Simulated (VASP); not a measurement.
# Sn (P6_3/mmc) in VASP: notebook

Runs on Sn. Level: r2SCAN. Tasks: single point.

Everything below comes from runs of VASP 6.6.1. Logs are shortened: lines on timing, memory, paths and dates and some standing lists are left out, and cuts for length are marked.

### 1 The cell of the first run

It takes space group P6_3/mmc (No. 194, hexagonal). The conventional cell has a = 4.635 Å, b = 4.635 Å, c = 7.614 Å, α = 90.00°, β = 90.00°, γ = 120.00°. Sn (site symmetry 3m) has 4 Sn at 2.84 to 2.85 Å within 3.7 Å.

This isn't the form of Sn at room conditions, which is tetragonal (white tin).

### 2 Single point, r2SCAN

POSCAR

```
Sn
1.0
    4.6349415768      0.0000000000      0.0000000000
   -2.3174707884      4.0139771505      0.0000000000
    0.0000000000      0.0000000000      7.6138918620
Sn
4
Direct
    0.3333333333      0.6666666667      0.0002405554
    0.6666666667      0.3333333333      0.5002405554
    0.3333333333      0.6666666667      0.3747594446
    0.6666666667      0.3333333333      0.8747594446
```

INCAR.step1

```
PREC     = Accurate       # precision mode
ENCUT    = 520            # plane-wave cutoff, eV
ISMEAR   = -1             # smearing method
SIGMA    = 0.02           # smearing width, eV
LREAL    = F              # projectors in reciprocal space
LASPH    = T              # aspherical terms in the spheres
NELM     = 60             # most SCF steps
NBANDS   = 36             # bands
GGA      = PE             # functional
ALGO     = Normal         # electronic algorithm
EDIFF    = 1E-4           # SCF threshold, eV
LWAVE    = T              # write WAVECAR
LCHARG   = F              # write CHGCAR
```

INCAR.step2

```
PREC     = Accurate       # precision mode
ENCUT    = 520            # plane-wave cutoff, eV
EDIFF    = 1E-6           # SCF threshold, eV
ISMEAR   = -1             # smearing method
SIGMA    = 0.02           # smearing width, eV
LREAL    = F              # projectors in reciprocal space
LASPH    = T              # aspherical terms in the spheres
NELM     = 60             # most SCF steps
ALGO     = Normal         # electronic algorithm
ISIF     = 2              # what is computed and relaxed
LWAVE    = F              # write WAVECAR
LCHARG   = F              # write CHGCAR
METAGGA  = R2SCAN         # meta-GGA
LMIXTAU  = T            
NBANDS   = 36             # bands
ISTART   = 1
```

KPOINTS

```
Automatic mesh
0
Gamma
  6 6 4
```

Potentials or basis: VASP PAW PBE potentials, release 64 (Sn_d).

Run with:

```bash
$ cat potpaw_PBE.64/Sn_d/POTCAR > POTCAR
$ cp INCAR.step1 INCAR
$ mpirun -np 1 vasp_std > vasp.out
$ cp INCAR.step2 INCAR
$ mpirun -np 1 vasp_std > vasp.out
```

OUTCAR:

```text
PREC = Accurate
   ENCUT = 520
   EDIFF = 1E-6
   ISMEAR = -1
   LREAL = F
   LASPH = T
   NELM = 60
   ISIF = 2
   METAGGA = R2SCAN
   ISTART = 1

 ion  position               nearest neighbor table
   1  0.333  0.667  0.000-   4 2.84   4 2.84   4 2.84   3 2.85
   2  0.667  0.333  0.500-   3 2.84   3 2.84   3 2.84   4 2.85
   3  0.333  0.667  0.375-   2 2.84   2 2.84   2 2.84   1 2.85
   4  0.667  0.333  0.875-   1 2.84   1 2.84   1 2.84   2 2.85

  LATTYP: Found a hexagonal cell.
 ALAT       =     4.6349415768
 C/A-ratio  =     1.6427158219

  Lattice vectors:

 A1 = (   4.6349415768,   0.0000000000,   0.0000000000)
 A2 = (  -2.3174707884,   4.0139771505,   0.0000000000)
 A3 = (   0.0000000000,   0.0000000000,   7.6138918620)

Analysis of symmetry for initial positions (statically):
=====================================================================
 Subroutine PRICEL returns:
 Original cell was already a primitive cell.

 Routine SETGRP: Setting up the symmetry group for a
 hexagonal supercell.

 Subroutine GETGRP returns: Found 24 space group operations
 (whereof  6 operations were pure point group operations)
 out of a pool of 24 trial point group operations.

The static configuration has the point symmetry C_3v.
 The point group associated with its full space group is D_6h.

Analysis of symmetry for dynamics (positions and initial velocities):
=====================================================================
 Subroutine PRICEL returns:
 Original cell was already a primitive cell.

 Routine SETGRP: Setting up the symmetry group for a
 hexagonal supercell.

 Subroutine GETGRP returns: Found 24 space group operations
 (whereof  6 operations were pure point group operations)
 out of a pool of 24 trial point group operations.

The dynamic configuration has the point symmetry C_3v.
 The point group associated with its full space group is D_6h.

 Subroutine INISYM returns: Found 24 space group operations
 (whereof  6 operations are pure point group operations),
 and found     1 'primitive' translations

----------------------------------------------------------------------------------------

                                     Primitive cell

  volume of cell :     141.6530

  direct lattice vectors                    reciprocal lattice vectors
     4.634941577  0.000000000  0.000000000     0.215752450  0.124564735  0.000000000
    -2.317470788  4.013977150  0.000000000     0.000000000  0.249129470  0.000000000
     0.000000000  0.000000000  7.613891862     0.000000000  0.000000000  0.131338876

  length of vectors
     4.634941577  4.634941577  7.613891862     0.249129470  0.249129470  0.131338876

  position of ions in fractional coordinates (direct lattice)
     0.333333333  0.666666667  0.000240555
     0.666666667  0.333333333  0.500240555
     0.333333333  0.666666667  0.374759445
     0.666666667  0.333333333  0.874759445

  ion indices of the primitive-cell ions
   primitive index   ion index
                 1           1
                 2           2
                 3           3
                 4           4

----------------------------------------------------------------------------------------

 KPOINTS: Automatic mesh

Automatic generation of k-mesh.
 Grid dimensions read from file:
 generate k-points for:    6    6    4

 Generating k-lattice:

  Cartesian coordinates                     Fractional coordinates (reciprocal lattice)
     0.035958742  0.020760789  0.000000000     0.166666667 -0.000000000  0.000000000
     0.000000000  0.041521578  0.000000000     0.000000000  0.166666667  0.000000000
     0.000000000  0.000000000  0.032834719     0.000000000  0.000000000  0.250000000

  Length of vectors
     0.041521578  0.041521578  0.032834719

  Shift w.r.t. Gamma in fractional coordinates (k-lattice)
     0.000000000  0.000000000  0.000000000

 Subroutine IBZKPT returns following result:
 ===========================================

 Found     21 irreducible k-points:

 Following reciprocal coordinates:
            Coordinates               Weight
  0.000000  0.000000  0.000000      1.000000
  0.166667  0.000000  0.000000      6.000000
  0.333333 -0.000000  0.000000      6.000000
  0.500000  0.000000  0.000000      3.000000
  0.166667  0.166667  0.000000      6.000000
  0.333333  0.166667  0.000000     12.000000
[... 13 lines left out ...]
  0.333333  0.166667  0.500000     12.000000
  0.333333  0.333333  0.500000      2.000000
   k-points           NKPTS =     21   k-points in BZ     NKDIM =     21   number of bands    NBANDS=     36
   number of dos      NEDOS =    301   number of ions     NIONS =      4
   total plane-waves  NPLWV =  77760
   dimension x,y,z NGX =    36 NGY =   36 NGZ =   60
   dimension x,y,z NGXF=    72 NGYF=   72 NGZF=  120
   ions per type =               4
   NGX,Y,Z   is equivalent  to a cutoff of  12.91, 12.91, 13.10 a.u.
   NGXF,Y,Z  is equivalent  to a cutoff of  25.82, 25.82, 26.20 a.u.
 SYSTEM =  unknown system
   PREC   = accura    normal or accurate (medium, high low for compatibility)
   ISTART =      1    job   : 0-new  1-cont  2-samecut
   ICHARG =      0    charge: 1-file 2-atom 10-const
   ISPIN  =      1    spin polarized calculation?
   LNONCOLLINEAR =      F non collinear calculations
   LSORBIT =      F    spin-orbit coupling
   LASPH  =      T    aspherical Exc in radial PAW
   ENCUT  =  520.0 eV  38.22 Ry    6.18 a.u.   8.62  8.62 14.16*2*pi/ulx,y,z
   NELM   =     60;   NELMIN=  2; NELMDL=  0     # of ELM steps
   EDIFF  = 0.1E-05   stopping-criterion for ELM
   LREAL  =      F    real-space projection
[... 7 lines left out ...]
   TEBEG  =    0.0;   TEEND  =   0.0 temperature during run
   PSTRESS=    0.0 pullay stress
   NELECT =      56.0000    total number of electrons
   NUPDOWN=      -1.0000    fix difference up-down
   EMIN   =  10.00;   EMAX   =-10.00  energy-range for DOS
   EFERMI =   0.00;   METHOD = LEGACY
   ISMEAR =    -1;   SIGMA  =   0.02  broadening in eV -4-tet -1-fermi 0-gaus
   EFERMI_NEDOS =   21; number of points for ismear=-14 and -15
   IALGO  =     38    algorithm
   IMIX   =      4    mixing-type and parameters
     AMIX     =   0.40;   BMIX     =  1.00
     AMIX_MAG =   1.60;   BMIX_MAG =  1.00
  volume/ion in A,a.u.               =      35.41       238.98
  Fermi-wavevector in a.u.,A,eV,Ry     =   1.201514  2.270532 19.641863  1.443636
  Thomas-Fermi vector in A             =   2.337321
   LORBIT       =      0    0 simple, 1 ext, 2 COOP (PROOUT), +10 PAW based schemes
   METAGGA = R2SCAN    functional components
   LHFCALC =     F    Hartree Fock is set to
   AEXX    =    0.0000 exact exchange contribution
   IVDW    =     0    specifies the selected vdW correction
   LEPSILON=     F    determine dielectric tensor
   LRPA    =     F    only Hartree local field effects (RPA)
 non-spin polarized calculation
  energy-cutoff  :      520.00
  volume of cell :      141.65
 maximum number of plane-waves:      3847
 NGX is ok and might be reduce to    36
   NGX = 17   NGY = 17   NGZ = 29

 number of electron      56.0000008 magnetization

 Free energy of the ion-electron system (eV)
  ---------------------------------------------------
  ext. energy  EPLUGINS =         0.00000000
  ---------------------------------------------------
  free energy    TOTEN  =       -98.90479240 eV

  energy without entropy =      -98.90464359  energy(sigma->0) =      -98.90471799

 E-fermi :   5.1878     XC(G=0):  -9.4149

 val. band max:        5.1271975639   @ k =   0.0000   0.0000   0.0000
 cond. band min:       5.2587053552   @ k =   0.0000   0.0000   0.2500
 fundamental gap:      0.1315077913
 Fermi energy:         5.1878379112

 k-point     1 :       0.0000    0.0000    0.0000
  band No.  band energies     occupation
      1     -17.1735      2.00000
      2     -17.1735      2.00000
      3     -17.1244      2.00000
      4     -17.1198      2.00000
      5     -17.1198      2.00000
      6     -17.1021      2.00000
[... 28 lines left out ...]
     35       9.1604      0.00000
     36      10.3957      0.00000

 k-point     2 :       0.1667    0.0000    0.0000
  band No.  band energies     occupation
      1     -17.1923      2.00000
      2     -17.1801      2.00000
      3     -17.1410      2.00000
      4     -17.1315      2.00000
      5     -17.1177      2.00000
      6     -17.0775      2.00000
[... 28 lines left out ...]
     35      10.0701      0.00000
     36      10.4440      0.00000

 k-point     3 :       0.3333   -0.0000    0.0000
  band No.  band energies     occupation
      1     -17.2029      2.00000
      2     -17.1874      2.00000
      3     -17.1663      2.00000
      4     -17.1467      2.00000
      5     -17.1017      2.00000
      6     -17.0565      2.00000
[... 28 lines left out ...]
     35      11.0436      0.00000
     36      11.3057      0.00000

 k-point     4 :       0.5000    0.0000    0.0000
  band No.  band energies     occupation
      1     -17.1970      2.00000
      2     -17.1892      2.00000
      3     -17.1835      2.00000
      4     -17.1520      2.00000
      5     -17.0835      2.00000
      6     -17.0494      2.00000
[... 28 lines left out ...]
     35      11.8252      0.00000
     36      12.0469      0.00000

 k-point     5 :       0.1667    0.1667    0.0000
  band No.  band energies     occupation
      1     -17.2005      2.00000
      2     -17.1929      2.00000
      3     -17.1579      2.00000
      4     -17.1515      2.00000
      5     -17.0980      2.00000
      6     -17.0583      2.00000
[... 538 lines left out ...]
 k-point    19 :       0.1667    0.1667    0.5000
  band No.  band energies     occupation
      1     -17.1740      2.00000
      2     -17.1740      2.00000
      3     -17.1665      2.00000
      4     -17.1665      2.00000
      5     -17.0924      2.00000
      6     -17.0924      2.00000
[... 28 lines left out ...]
     35      10.1172      0.00000
     36      10.1172      0.00000

 k-point    20 :       0.3333    0.1667    0.5000
  band No.  band energies     occupation
      1     -17.1859      2.00000
      2     -17.1859      2.00000
      3     -17.1677      2.00000
      4     -17.1677      2.00000
      5     -17.0749      2.00000
      6     -17.0749      2.00000
[... 28 lines left out ...]
     35      11.0052      0.00000
     36      11.0052      0.00000

 k-point    21 :       0.3333    0.3333    0.5000
  band No.  band energies     occupation
      1     -17.1970      2.00000
      2     -17.1970      2.00000
      3     -17.1680      2.00000
      4     -17.1680      2.00000
      5     -17.0651      2.00000
      6     -17.0651      2.00000
[... 28 lines left out ...]
     35      10.7138      0.00000
     36      10.7138      0.00000

------------------------ aborting loop because EDIFF is reached ----------------------------------------

  FORCE on cell =-STRESS in cart. coord.  units (eV):
  Direction    XX          YY          ZZ          XY          YZ          ZX
  --------------------------------------------------------------------------------------
  -------------------------------------------------------------------------------------
  Total       -0.0238599     -0.0238599     -0.0354612      0.0000000      0.0000000      0.0000000
  in kB       -0.2698687     -0.2698687     -0.4010861      0.0000000      0.0000000      0.0000000
  external PRESSURE =      -0.3136079 kB  Pullay stress =       0.0000000 kB

 VOLUME and BASIS-vectors are now :
 -----------------------------------------------------------------------------
  energy-cutoff  :      520.00
  volume of cell :      141.65
      direct lattice vectors                 reciprocal lattice vectors
     4.634941577  0.000000000  0.000000000     0.215752450  0.124564735  0.000000000
    -2.317470788  4.013977150  0.000000000     0.000000000  0.249129470  0.000000000
     0.000000000  0.000000000  7.613891862     0.000000000  0.000000000  0.131338876

 POSITION                                       TOTAL-FORCE (eV/Angst)
 -----------------------------------------------------------------------------------
     -0.00000      2.67598      0.00183        -0.000000      0.000000      0.000844
      2.31747      1.33799      3.80878         0.000000     -0.000000      0.000844
     -0.00000      2.67598      2.85338        -0.000000      0.000000     -0.000844
      2.31747      1.33799      6.66032         0.000000     -0.000000     -0.000844
 -----------------------------------------------------------------------------------
    total drift:                               -0.000000      0.000000      0.000000

  FREE ENERGIE OF THE ION-ELECTRON SYSTEM (eV)
  ---------------------------------------------------
  free  energy   TOTEN  =       -98.9047924020 eV

  energy  without entropy=      -98.9046435864  energy(sigma->0) =      -98.90471799
```

It took 3.2 min on 1 thread of Intel Xeon Platinum 8488C (Sapphire Rapids), shared host; peak memory 0.31 GiB.

Results:

- Free energy: -98.9048 eV
- Pressure: 0.0 GPa

Levels at points of the mesh, in eV from the Fermi level:
```tsv
k point	band 24	band 25	band 26	band 27	band 28	band 29	band 30	band 31	band 32	band 33
(0.00, 0.00, 0.00)	-1.23	-1.23	-0.52	-0.09	-0.06	0.13	0.13	2.06	2.06	2.46
(0.50, 0.00, 0.00)	-5.85	-3.64	-2.53	-2.17	-1.19	0.76	1.41	3.33	3.38	3.81
(0.00, 0.00, 0.50)	-4.16	-0.70	-0.70	-0.70	-0.70	0.51	0.51	3.01	3.01	3.01
(0.50, 0.00, 0.50)	-6.73	-2.08	-2.08	-1.98	-1.98	0.62	0.62	2.16	2.16	5.30
```

Caveat: the PAW data sets were made with another functional, which shifts forces and pressure a little; spin-orbit coupling is left out, which moves the levels of the heavy elements.

### 3 Single point, r2SCAN (36.48 Å³/atom)

This run uses another cell than the first one, of 36.48 Å³/atom.

POSCAR

```
Sn
1.0
    4.6808350721      0.0000000000      0.0000000000
   -2.3404175361      4.0537220834      0.0000000000
    0.0000000000      0.0000000000      7.6892818329
Sn
4
Direct
    0.3333333333      0.6666666667      0.0002405554
    0.6666666667      0.3333333333      0.5002405554
    0.3333333333      0.6666666667      0.3747594446
    0.6666666667      0.3333333333      0.8747594446
```

INCAR.step1

```
PREC = Accurate
ENCUT = 520
ISMEAR = -1
SIGMA = 0.02
LREAL = False
LASPH = True
NELM = 60
NBANDS = 36
GGA = PE
ALGO = Normal
EDIFF = 1E-4
LWAVE = True
LCHARG = False
```

INCAR.step2

```
PREC = Accurate
ENCUT = 520
EDIFF = 1E-6
ISMEAR = -1
SIGMA = 0.02
LREAL = False
LASPH = True
NELM = 60
ALGO = Normal
ISIF = 2
LWAVE = False
LCHARG = False
METAGGA = R2SCAN
LMIXTAU = True
NBANDS = 36
ISTART = 1
```

KPOINTS

```
regular mesh
0
Gamma
  6 6 4
```

Potentials or basis: VASP PAW PBE potentials, release 64 (Sn_d).

Run with:

```bash
$ cat potpaw_PBE.64/Sn_d/POTCAR > POTCAR
$ cp INCAR.step1 INCAR
$ mpirun -np 1 vasp_std > vasp.out
$ cp INCAR.step2 INCAR
$ mpirun -np 1 vasp_std > vasp.out
```

It took 3.7 min on 1 thread of Intel Xeon Platinum 8488C (Sapphire Rapids), shared host; peak memory 0.32 GiB.

Results (log left out):

```yaml
Free_energy: -98.8895 eV
Pressure: -1.2 GPa
Largest_force: 0.012 eV/Å
```

Forces on the atoms (eV/Å):
```
Sn   0.000  0.000 -0.012
Sn   0.000  0.000 -0.012
Sn   0.000  0.000  0.012
Sn   0.000  0.000  0.012
```

Levels at points of the mesh, in eV from the Fermi level:
```csv
k point,band 25,band 26,band 27,band 28,band 29,band 30,band 31,band 32
"(0.00, 0.00, 0.00)",-1.15,-0.72,-0.11,-0.03,0.15,0.15,2.09,2.09
"(0.50, 0.00, 0.00)",-3.48,-2.40,-2.05,-1.12,0.81,1.36,3.35,3.39
"(0.00, 0.00, 0.50)",-0.64,-0.64,-0.64,-0.64,0.47,0.47,3.02,3.02
"(0.50, 0.00, 0.50)",-1.98,-1.98,-1.87,-1.87,0.63,0.63,2.20,2.20
```

Caveat: the PAW data sets were made with another functional, which shifts forces and pressure a little; spin-orbit coupling is left out, which moves the levels of the heavy elements.

### 4 Single point, r2SCAN (37.54 Å³/atom)

This run uses another cell than the first one, of 37.54 Å³/atom.

POSCAR

```
Sn
1.0
    4.7258458629      0.0000000000      0.0000000000
   -2.3629229314      4.0927025716      0.0000000000
    0.0000000000      0.0000000000      7.7632217710
Sn
4
Direct
    0.3333333333      0.6666666667      0.0002405554
    0.6666666667      0.3333333333      0.5002405554
    0.3333333333      0.6666666667      0.3747594446
    0.6666666667      0.3333333333      0.8747594446
```

INCAR.step1

```
SYSTEM = Sn
PREC = Accurate
ENCUT = 520
ISMEAR = -1
SIGMA = 0.02
LREAL = .FALSE.
LASPH = .TRUE.
NELM = 100
NBANDS = 36
GGA = PE
ALGO = Normal
EDIFF = 1E-4
LWAVE = .TRUE.
LCHARG = .FALSE.
```

INCAR.step2

```
SYSTEM = Sn
PREC = Accurate
ENCUT = 520
EDIFF = 1E-6
ISMEAR = -1
SIGMA = 0.02
LREAL = .FALSE.
LASPH = .TRUE.
NELM = 100
ALGO = Normal
ISIF = 2
LWAVE = .FALSE.
LCHARG = .TRUE.
METAGGA = R2SCAN
LMIXTAU = .TRUE.
LELF = .TRUE.
LVHAR = .TRUE.
NBANDS = 36
ISTART = 1
```

KPOINTS

```
regular mesh
0
G
  6 6 4
  0 0 0
```

Run with:

```bash
$ cat potpaw_PBE.64/Sn_d/POTCAR > POTCAR
$ cp INCAR.step1 INCAR
$ mpirun -np 1 vasp_std > vasp.out
$ cp INCAR.step2 INCAR
$ mpirun -np 1 vasp_std > vasp.out
```

Run time: 3.2 min. Hardware: 1 thread of Intel Xeon Platinum 8488C (Sapphire Rapids), shared host; peak memory 0.32 GiB.

Results (log left out):

```
Free energy   : -98.8453 eV
Pressure      : -2.2 GPa
Largest force : 0.030 eV/Å
```

Forces in eV/Å, atoms in the order of the input:
```
Sn   0.000  0.000 -0.030
Sn   0.000  0.000 -0.030
Sn   0.000  0.000  0.030
Sn   0.000  0.000  0.030
```

Stress tensor (GPa, compression positive):
```
-2.18  0.00  0.00
 0.00 -2.18  0.00
 0.00  0.00 -2.27
```

Levels at points of the mesh, in eV from the Fermi level:
```tsv
k point	band 25	band 26	band 27	band 28	band 29	band 30	band 31	band 32
(0.00, 0.00, 0.00)	-1.08	-0.90	-0.13	0.00	0.18	0.18	2.12	2.12
(0.50, 0.00, 0.00)	-3.33	-2.29	-1.94	-1.05	0.86	1.32	3.37	3.40
(0.00, 0.00, 0.50)	-0.59	-0.59	-0.59	-0.59	0.44	0.44	3.03	3.03
(0.50, 0.00, 0.50)	-1.89	-1.89	-1.78	-1.78	0.64	0.64	2.24	2.24
```

Caveat: the PAW data sets were made with another functional, which shifts forces and pressure a little; spin-orbit coupling is left out, which moves the levels of the heavy elements.

### 5 Overview

```csv
cell,pressure (GPa),largest force (eV/Å)
"a = 4.635, b = 4.635, c = 7.614 Å, angles 90.0, 90.0, 120.0°, 4 atoms",0.0,-
"a = 4.681, b = 4.681, c = 7.689 Å, angles 90.0, 90.0, 120.0°, 4 atoms",-1.2,0.01
"a = 4.726, b = 4.726, c = 7.763 Å, angles 90.0, 90.0, 120.0°, 4 atoms",-2.2,0.03
```

Alike in all rows: task single point; level r2SCAN; potentials or basis VASP PAW PBE potentials, release 64 (Sn_d); no spin polarisation; k mesh 6 × 6 × 4; cutoff (eV) 520; smearing fermi-dirac 0.02 eV.

Caveats: the PAW data sets were made with another functional, which shifts forces and pressure a little; spin-orbit coupling is left out, which moves the levels of the heavy elements.

Absolute energies hang on the potentials; compare differences alone.
